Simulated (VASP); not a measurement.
# GeP4 (P4/nbm) in VASP: notebook

Runs on GeP4. Level: PBE. Tasks: single point, relaxation of cell and atoms.

All numbers are computed with VASP 6.6.1; they aren't measurements. Logs are shortened: lines on timing, memory, paths and dates and some standing lists are left out, and cuts for length are marked.

## (1) The cell of the first run

It takes space group P4/nbm (No. 125, tetragonal). The conventional cell has a = 6.168 Å, b = 6.168 Å, c = 4.799 Å, α = 90.00°, β = 90.00°, γ = 90.00°. Ge (site symmetry 422) has 8 P at 2.87 Å within 3.8 Å. P (site symmetry m) has 4 P at 2.23 to 2.75 Å and 2 Ge at 2.87 Å within 3.0 Å.

The cell was generated, and may not be a known phase.

## (2) Single point, PBE

Contents of INCAR:

```
SYSTEM = GeP4
ALGO = Normal
EDIFF = 1E-6
ENCUT = 520
GGA = PE
ISIF = 2
ISMEAR = 0
LASPH = .True.
LCHARG = .True.
LELF = .True.
LREAL = .False.
LVHAR = .True.
LWAVE = .False.
NBANDS = 45
NELM = 100
PREC = Accurate
SIGMA = 0.1
```

Contents of KPOINTS:

```
k-points
0
Gamma
  6 6 8
  0 0 0
```

Contents of POSCAR:

```
GeP4
1.0
    6.1680965552      0.0000000000      0.0000000000
    0.0000000000      6.1680965552      0.0000000000
    0.0000000000      0.0000000000      4.7991562645
Ge P
2 8
Direct
    0.5000000000      0.5000000000      0.0000000000
    0.0000000000      0.0000000000      0.0000000000
    0.6279583306      0.8720416694      0.3186735851
    0.8720416694      0.3720416694      0.3186735851
    0.1279583306      0.3720416694      0.6813264149
    0.8720416694      0.6279583306      0.6813264149
    0.6279583306      0.1279583306      0.6813264149
    0.3720416694      0.8720416694      0.6813264149
    0.3720416694      0.1279583306      0.3186735851
    0.1279583306      0.6279583306      0.3186735851
```

Potentials or basis: VASP PAW PBE potentials, release 64 (Ge_d, P).

Started as:

```console
$ cat potpaw_PBE.64/Ge_d/POTCAR potpaw_PBE.64/P/POTCAR > POTCAR
$ mpirun -np 1 vasp_std > vasp.out
```

OUTCAR:

```text
SYSTEM = GeP4
   EDIFF = 1E-6
   ENCUT = 520
   GGA = PE
   ISIF = 2
   ISMEAR = 0
   LASPH = .True.
   LREAL = .False.
   NELM = 100
   PREC = Accurate

 ion  position               nearest neighbor table
   1  0.500  0.500  0.000-   3 2.87   4 2.87   5 2.87   6 2.87   7 2.87   8 2.87   9 2.87  10 2.87

   2  0.000  0.000  0.000-   3 2.87   4 2.87   5 2.87   6 2.87   7 2.87   8 2.87   9 2.87  10 2.87

   3  0.628  0.872  0.319-   9 2.23   8 2.35   7 2.35   6 2.75   1 2.87   2 2.87
   4  0.872  0.372  0.319-  10 2.23   6 2.35   5 2.35   7 2.75   1 2.87   2 2.87
   5  0.128  0.372  0.681-   6 2.23   4 2.35  10 2.35   9 2.75   1 2.87   2 2.87
   6  0.872  0.628  0.681-   5 2.23   4 2.35  10 2.35   3 2.75   1 2.87   2 2.87
   7  0.628  0.128  0.681-   8 2.23   3 2.35   9 2.35   4 2.75   1 2.87   2 2.87
   8  0.372  0.872  0.681-   7 2.23   3 2.35   9 2.35  10 2.75   1 2.87   2 2.87
   9  0.372  0.128  0.319-   3 2.23   7 2.35   8 2.35   5 2.75   1 2.87   2 2.87
  10  0.128  0.628  0.319-   4 2.23   5 2.35   6 2.35   8 2.75   1 2.87   2 2.87

  LATTYP: Found a simple tetragonal cell.
 ALAT       =     6.1680965552
 C/A-ratio  =     0.7780611444

  Lattice vectors:

 A1 = (   6.1680965552,   0.0000000000,   0.0000000000)
 A2 = (   0.0000000000,   6.1680965552,   0.0000000000)
 A3 = (   0.0000000000,   0.0000000000,   4.7991562645)

Analysis of symmetry for initial positions (statically):
=====================================================================
 Subroutine PRICEL returns:
 Original cell was already a primitive cell.

 Routine SETGRP: Setting up the symmetry group for a
 simple tetragonal supercell.

 Subroutine GETGRP returns: Found 16 space group operations
 (whereof  8 operations were pure point group operations)
 out of a pool of 16 trial point group operations.

The static configuration has the point symmetry D_4 .
 The point group associated with its full space group is D_4h.

Analysis of symmetry for dynamics (positions and initial velocities):
=====================================================================
 Subroutine PRICEL returns:
 Original cell was already a primitive cell.

 Routine SETGRP: Setting up the symmetry group for a
 simple tetragonal supercell.

 Subroutine GETGRP returns: Found 16 space group operations
 (whereof  8 operations were pure point group operations)
 out of a pool of 16 trial point group operations.

The dynamic configuration has the point symmetry D_4 .
 The point group associated with its full space group is D_4h.

 Subroutine INISYM returns: Found 16 space group operations
 (whereof  8 operations are pure point group operations),
 and found     1 'primitive' translations

----------------------------------------------------------------------------------------

                                     Primitive cell

  volume of cell :     182.5859

  direct lattice vectors                    reciprocal lattice vectors
     6.168096555  0.000000000  0.000000000     0.162124570  0.000000000  0.000000000
     0.000000000  6.168096555  0.000000000     0.000000000  0.162124570  0.000000000
     0.000000000  0.000000000  4.799156264     0.000000000  0.000000000  0.208369960

  length of vectors
     6.168096555  6.168096555  4.799156264     0.162124570  0.162124570  0.208369960

  position of ions in fractional coordinates (direct lattice)
     0.500000000  0.500000000  0.000000000
     0.000000000  0.000000000  0.000000000
     0.627958331  0.872041669  0.318673585
     0.872041669  0.372041669  0.318673585
     0.127958331  0.372041669  0.681326415
     0.872041669  0.627958331  0.681326415
     0.627958331  0.127958331  0.681326415
     0.372041669  0.872041669  0.681326415
     0.372041669  0.127958331  0.318673585
     0.127958331  0.627958331  0.318673585

  ion indices of the primitive-cell ions
   primitive index   ion index
                 1           1
                 2           2
                 3           3
                 4           4
                 5           5
                 6           6
                 7           7
                 8           8
                 9           9
                10          10

----------------------------------------------------------------------------------------

 KPOINTS: k-points

Automatic generation of k-mesh.
 Grid dimensions read from file:
 generate k-points for:    6    6    8

 Generating k-lattice:

  Cartesian coordinates                     Fractional coordinates (reciprocal lattice)
     0.027020762  0.000000000  0.000000000     0.166666667  0.000000000  0.000000000
     0.000000000  0.027020762  0.000000000     0.000000000  0.166666667  0.000000000
     0.000000000  0.000000000  0.026046245     0.000000000  0.000000000  0.125000000

  Length of vectors
     0.027020762  0.027020762  0.026046245

  Shift w.r.t. Gamma in fractional coordinates (k-lattice)
     0.000000000  0.000000000  0.000000000

 Subroutine IBZKPT returns following result:
 ===========================================

 Found     50 irreducible k-points:

 Following reciprocal coordinates:
            Coordinates               Weight
  0.000000  0.000000  0.000000      1.000000
  0.166667  0.000000  0.000000      4.000000
  0.333333  0.000000  0.000000      4.000000
  0.500000  0.000000  0.000000      2.000000
  0.166667  0.166667  0.000000      4.000000
  0.333333  0.166667  0.000000      8.000000
[... 16 lines left out ...]
  0.333333  0.000000  0.250000      8.000000
  0.500000  0.000000  0.250000      4.000000
 [... further k-points ...]
   k-points           NKPTS =     50   k-points in BZ     NKDIM =     50   number of bands    NBANDS=     45
   number of dos      NEDOS =    301   number of ions     NIONS =     10
   total plane-waves  NPLWV =  82944
   dimension x,y,z NGX =    48 NGY =   48 NGZ =   36
   dimension x,y,z NGXF=    96 NGYF=   96 NGZF=   72
   ions per type =               2   8
   NGX,Y,Z   is equivalent  to a cutoff of  12.94, 12.94, 12.47 a.u.
   NGXF,Y,Z  is equivalent  to a cutoff of  25.87, 25.87, 24.94 a.u.
 SYSTEM =  GeP4
   PREC   = accura    normal or accurate (medium, high low for compatibility)
   ISTART =      0    job   : 0-new  1-cont  2-samecut
   ICHARG =      2    charge: 1-file 2-atom 10-const
   ISPIN  =      1    spin polarized calculation?
   LNONCOLLINEAR =      F non collinear calculations
   LSORBIT =      F    spin-orbit coupling
   LASPH  =      T    aspherical Exc in radial PAW
   ENCUT  =  520.0 eV  38.22 Ry    6.18 a.u.  11.47 11.47  8.92*2*pi/ulx,y,z
   NELM   =    100;   NELMIN=  2; NELMDL= -5     # of ELM steps
   EDIFF  = 0.1E-05   stopping-criterion for ELM
   LREAL  =      F    real-space projection
   EDIFFG = 0.1E-04   stopping-criterion for IOM
   NSW    =      0    number of steps for IOM
   IBRION =     -1    ionic relax: 0-MD 1-quasi-New 2-CG
   NFREE  =      0    steps in history (QN), initial steepest desc. (CG)
   ISIF   =      2    stress and relaxation
   ISYM   =      2    0-nonsym 1-usesym 2-fastsym
   POTIM  = 0.5000    time-step for ionic-motion
   TEBEG  =    0.0;   TEEND  =   0.0 temperature during run
   PSTRESS=    0.0 pullay stress
   NELECT =      68.0000    total number of electrons
   NUPDOWN=      -1.0000    fix difference up-down
   EMIN   =  10.00;   EMAX   =-10.00  energy-range for DOS
   EFERMI =   0.00;   METHOD = LEGACY
   ISMEAR =     0;   SIGMA  =   0.10  broadening in eV -4-tet -1-fermi 0-gaus
   EFERMI_NEDOS =   21; number of points for ismear=-14 and -15
   IALGO  =     38    algorithm
   IMIX   =      4    mixing-type and parameters
     AMIX     =   0.40;   BMIX     =  1.00
     AMIX_MAG =   1.60;   BMIX_MAG =  1.00
  volume/ion in A,a.u.               =      18.26       123.22
  Fermi-wavevector in a.u.,A,eV,Ry     =   1.177847  2.225807 18.875670  1.387323
  Thomas-Fermi vector in A             =   2.314186
   LORBIT       =      0    0 simple, 1 ext, 2 COOP (PROOUT), +10 PAW based schemes
   GGA     = PE    functional components
   LHFCALC =     F    Hartree Fock is set to
   AEXX    =    0.0000 exact exchange contribution
   IVDW    =     0    specifies the selected vdW correction
   LEPSILON=     F    determine dielectric tensor
   LRPA    =     F    only Hartree local field effects (RPA)
 non-spin polarized calculation
 Gauss-broadening in eV      SIGMA  =   0.10
  energy-cutoff  :      520.00
  volume of cell :      182.59
 maximum number of plane-waves:      4954
 NGX is ok and might be reduce to    48
   NGX = 23   NGY = 23   NGZ = 17

 number of electron      67.9999996 magnetization

 Free energy of the ion-electron system (eV)
  ---------------------------------------------------
  ext. energy  EPLUGINS =         0.00000000
  ---------------------------------------------------
  free energy    TOTEN  =       -48.56847875 eV

  energy without entropy =      -48.54443246  energy(sigma->0) =      -48.55645561

 E-fermi :   6.8563     XC(G=0): -10.4077

 val. band max:        6.8479536295   @ k =   0.5000   0.1667   0.2500
 cond. band min:       6.8580282190   @ k =   0.5000   0.0000   0.2500
 fundamental gap:      0.0100745894
 Fermi energy:         6.8562864640

 k-point     1 :       0.0000    0.0000    0.0000
  band No.  band energies     occupation
      1     -17.9684      2.00000
      2     -17.9684      2.00000
      3     -17.9674      2.00000
      4     -17.9674      2.00000
      5     -17.9661      2.00000
      6     -17.9649      2.00000
[... 37 lines left out ...]
     44      11.0916      0.00000
     45      11.5811      0.00000

 k-point     2 :       0.1667    0.0000    0.0000
  band No.  band energies     occupation
      1     -17.9683      2.00000
      2     -17.9683      2.00000
      3     -17.9675      2.00000
      4     -17.9675      2.00000
      5     -17.9660      2.00000
      6     -17.9650      2.00000
[... 1048 lines left out ...]
 k-point    24 :       0.5000    0.0000    0.2500
  band No.  band energies     occupation
      1     -17.9681      2.00000
      2     -17.9681      2.00000
      3     -17.9680      2.00000
      4     -17.9680      2.00000
      5     -17.9652      2.00000
      6     -17.9652      2.00000
[... 37 lines left out ...]
     44      10.9181      0.00000
     45      11.5006      0.00000

 [... further k-points ...]

------------------------ aborting loop because EDIFF is reached ----------------------------------------

  FORCE on cell =-STRESS in cart. coord.  units (eV):
  Direction    XX          YY          ZZ          XY          YZ          ZX
  --------------------------------------------------------------------------------------
  -------------------------------------------------------------------------------------
  Total       -0.2845982     -0.2845982     -0.2796377      0.0000000      0.0000000      0.0000000
  in kB       -2.4973279     -2.4973279     -2.4537994      0.0000000      0.0000000      0.0000000
  external PRESSURE =      -2.4828184 kB  Pullay stress =       0.0000000 kB

 VOLUME and BASIS-vectors are now :
 -----------------------------------------------------------------------------
  energy-cutoff  :      520.00
  volume of cell :      182.59
      direct lattice vectors                 reciprocal lattice vectors
     6.168096555  0.000000000  0.000000000     0.162124570  0.000000000  0.000000000
     0.000000000  6.168096555  0.000000000     0.000000000  0.162124570  0.000000000
     0.000000000  0.000000000  4.799156264     0.000000000  0.000000000  0.208369960

 POSITION                                       TOTAL-FORCE (eV/Angst)
 -----------------------------------------------------------------------------------
      3.08405      3.08405      0.00000        -0.000000     -0.000000     -0.000000
      0.00000      0.00000      0.00000        -0.000000     -0.000000     -0.000000
      3.87331      5.37884      1.52936        -0.051125      0.051125      0.042477
      5.37884      2.29479      1.52936         0.051125      0.051125      0.042477
      0.78926      2.29479      3.26979        -0.051125      0.051125     -0.042477
      5.37884      3.87331      3.26979         0.051125     -0.051125     -0.042477
      3.87331      0.78926      3.26979        -0.051125     -0.051125     -0.042477
      2.29479      5.37884      3.26979         0.051125      0.051125     -0.042477
      2.29479      0.78926      1.52936         0.051125     -0.051125      0.042477
      0.78926      3.87331      1.52936        -0.051125     -0.051125      0.042477
 -----------------------------------------------------------------------------------
    total drift:                                0.000000     -0.000000     -0.000000

  FREE ENERGIE OF THE ION-ELECTRON SYSTEM (eV)
  ---------------------------------------------------
  free  energy   TOTEN  =       -48.5684787501 eV

  energy  without entropy=      -48.5444324646  energy(sigma->0) =      -48.55645561
```

Wall time 3 min (1 thread of Intel Xeon 6975P-C (Granite Rapids), shared host); peak memory 0.46 GiB.

Results:

```yaml
Free_energy: -48.5685 eV
Pressure: -0.2 GPa
Largest_force: 0.084 eV/Å
Band_gap_on_the_k_mesh: zero (bands 34 and 35 overlap by 2.26 eV)
```

Forces in eV/Å, atoms in the order of the input:
```
Ge   0.000  0.000  0.000
Ge   0.000  0.000  0.000
P   -0.051  0.051  0.042
P    0.051  0.051  0.042
P   -0.051  0.051 -0.042
P    0.051 -0.051 -0.042
P   -0.051 -0.051 -0.042
P    0.051  0.051 -0.042
P    0.051 -0.051  0.042
P   -0.051 -0.051  0.042
```

Levels at points of the mesh, in eV from the Fermi level:
| k point | band 31 | band 32 | band 33 | band 34 | band 35 | band 36 | band 37 | band 38 |
| --- | --- | --- | --- | --- | --- | --- | --- | --- |
| (0.00, 0.00, 0.00) | -1.91 | -1.43 | -1.09 | -1.09 | -0.80 | -0.80 | -0.74 | 1.70 |
| (0.50, 0.00, 0.00) | -1.98 | -1.98 | -1.62 | -1.62 | 0.35 | 0.35 | 1.29 | 1.29 |
| (0.50, 0.50, 0.00) | -1.38 | -1.38 | 1.02 | 1.02 | 1.19 | 1.19 | 1.59 | 1.59 |
| (0.00, 0.00, 0.50) | -0.25 | -0.13 | 1.31 | 1.31 | 1.94 | 1.94 | 2.04 | 2.18 |
| (0.50, 0.00, 0.50) | -1.67 | -1.67 | -0.91 | -0.91 | 1.09 | 1.09 | 2.42 | 2.42 |
| (0.50, 0.50, 0.50) | -1.74 | -1.74 | -1.35 | -1.35 | -0.91 | -0.91 | 1.12 | 1.12 |

## (3) Relaxation of cell and atoms, PBE

This run uses another cell than the first one, of 19.62 Å³/atom.

Contents of INCAR:

```
PREC = Accurate
ENCUT = 600
EDIFF = 1E-6
ISMEAR = 0
SIGMA = 0.1
LREAL = False
LASPH = True
NELM = 80
ALGO = Normal
ISIF = 3
LWAVE = False
LCHARG = False
GGA = PE
IBRION = 2
NSW = 90
EDIFFG = -0.04
```

Contents of KPOINTS:

```
regular mesh
0
Gamma
  4 4 4
```

Contents of POSCAR:

```
GeP4
1.0
    6.0100053800      0.0000000000      0.0000000000
    0.0000000000      6.0100053800      0.0000000000
    0.0000000000      0.0000000000      5.4322349000
Ge P
2 8
Direct
    0.5000000000      0.5000000000      0.0000000000
    0.0000000000      0.0000000000      0.0000000000
    0.6738500600      0.8261499400      0.2517777400
    0.8261499400      0.3261499400      0.2517777400
    0.1738500600      0.3261499400      0.7482222600
    0.8261499400      0.6738500600      0.7482222600
    0.6738500600      0.1738500600      0.7482222600
    0.3261499400      0.8261499400      0.7482222600
    0.3261499400      0.1738500600      0.2517777400
    0.1738500600      0.6738500600      0.2517777400
```

Potentials or basis: VASP PAW PBE potentials, release 64 (Ge_d, P).

Started as:

```console
$ cat potpaw_PBE.64/Ge_d/POTCAR potpaw_PBE.64/P/POTCAR > POTCAR
$ mpirun -np 1 vasp_std > vasp.out
```

Wall time 33 min (1 thread of Intel Xeon 6975P-C (Granite Rapids), shared host); peak memory 0.42 GiB.

Results (log left out):

| Property | Result |
| --- | --- |
| Free energy | -49.7448 eV |
| Relaxed volume | 18.02 Å³/atom |
| Relaxed cell | a = 6.474 Å, b = 6.474 Å, c = 4.300 Å, α = 90.00°, β = 90.00°, γ = 90.00° |
| Space group after relaxing (to 0.1 Å) | P4/nbm (No. 125) |
| Energy gained by relaxing | 677.2 meV/atom |
| Ionic steps | 35 |
| Pressure after relaxing | -0.1 GPa |
| Largest force after relaxing | 0.016 eV/Å |
| Band gap on the k mesh | zero (bands 34 and 35 overlap by 2.09 eV) |

Forces on the atoms (eV/Å):
```
Ge   0.000  0.000  0.000
Ge   0.000  0.000  0.000
P   -0.001  0.001  0.016
P    0.001  0.001  0.016
P   -0.001  0.001 -0.016
P    0.001 -0.001 -0.016
P   -0.001 -0.001 -0.016
P    0.001  0.001 -0.016
P    0.001 -0.001  0.016
P   -0.001 -0.001  0.016
```

Step by step:
```csv
step,energy change (eV),largest force (eV/Å),pressure (GPa),volume (Å³)
1,0.0000,0.5580,-6.92,196.21
2,-0.7120,1.1779,0.20,173.11
3,-0.7329,1.3177,2.17,168.62
4,-1.4547,1.4230,3.87,161.07
5,-2.4891,0.6113,19.48,139.79
6,-2.4904,1.3537,10.80,147.84
7,-2.6128,1.1416,13.86,144.16
8,-3.0057,0.8281,13.61,145.04
9,-3.5706,0.4831,14.74,147.05
10,-2.3032,3.8412,27.86,151.10
11,-3.6336,0.5695,15.64,147.59
12,-4.2575,0.4843,10.58,154.19
13,-5.1497,0.6359,-0.40,174.92
14,-5.1855,0.7178,-2.12,179.69
15,-5.3375,0.5166,-1.65,180.36
16,-5.5085,0.1532,-0.45,181.67
17,-5.5127,0.2661,-0.20,181.91
18,-5.5390,0.3179,-0.36,181.68
19,-5.6412,0.5796,-0.66,180.95
20,-6.0017,1.1923,-1.01,179.24
21,-6.6264,0.7729,-0.57,174.78
22,-5.0514,2.3305,7.06,161.52
23,-6.6868,0.4480,-0.21,173.42
24,-6.6991,0.1782,0.72,172.61
25,-6.7044,0.2105,0.37,172.91
26,-6.7156,0.1625,0.28,173.56
27,-6.7328,0.1501,0.00,175.53
28,-6.7453,0.0766,0.23,176.06
29,-6.7547,0.2412,0.95,177.54
30,-6.7566,0.1552,0.71,177.12
31,-6.7632,0.1272,0.44,178.18
32,-6.7683,0.1049,-0.26,180.84
33,-6.7685,0.1031,-0.17,180.43
34,-6.7706,0.0573,-0.16,180.34
35,-6.7716,0.0157,-0.12,180.23
```

Final structure:
```
Ge P
1.0
     6.47391    0.00000    0.00000
     0.00000    6.47391    0.00000
     0.00000    0.00000    4.30016
Ge P
2 8
Direct
  0.50000 0.50000 0.00000
  0.00000 0.00000 0.00000
  0.65210 0.84790 0.35184
  0.84790 0.34790 0.35184
  0.15210 0.34790 0.64816
  0.84790 0.65210 0.64816
  0.65210 0.15210 0.64816
  0.34790 0.84790 0.64816
  0.34790 0.15210 0.35184
  0.15210 0.65210 0.35184
```

Levels at points of the mesh, in eV from the Fermi level:
```csv
k point,band 30,band 31,band 32,band 33,band 34,band 35,band 36,band 37,band 38,band 39
"(0.00, 0.00, 0.00)",-1.84,-1.61,-1.61,-1.41,-1.02,-1.02,0.31,0.31,0.61,0.85
"(0.50, 0.00, 0.00)",-2.91,-1.95,-1.95,-1.22,-1.22,0.12,0.12,2.18,2.18,2.35
"(0.50, 0.50, 0.00)",-2.89,-1.55,-1.55,1.07,1.07,1.43,1.43,1.73,1.73,1.86
"(0.00, 0.00, 0.50)",-1.46,-1.46,-0.63,0.74,0.74,1.46,1.52,1.56,1.56,1.61
"(0.50, 0.00, 0.50)",-3.06,-0.75,-0.75,-0.10,-0.10,0.26,0.26,1.30,1.30,2.57
"(0.50, 0.50, 0.50)",-2.28,-2.11,-2.11,-1.76,-1.76,-0.47,-0.47,1.64,1.64,2.49
```

Caveat: a cell axis changed by over 15 % at a fixed basis, so the end point is rough.

The gap in the log of VASP goes by the Fermi energy; the results here count the filled bands.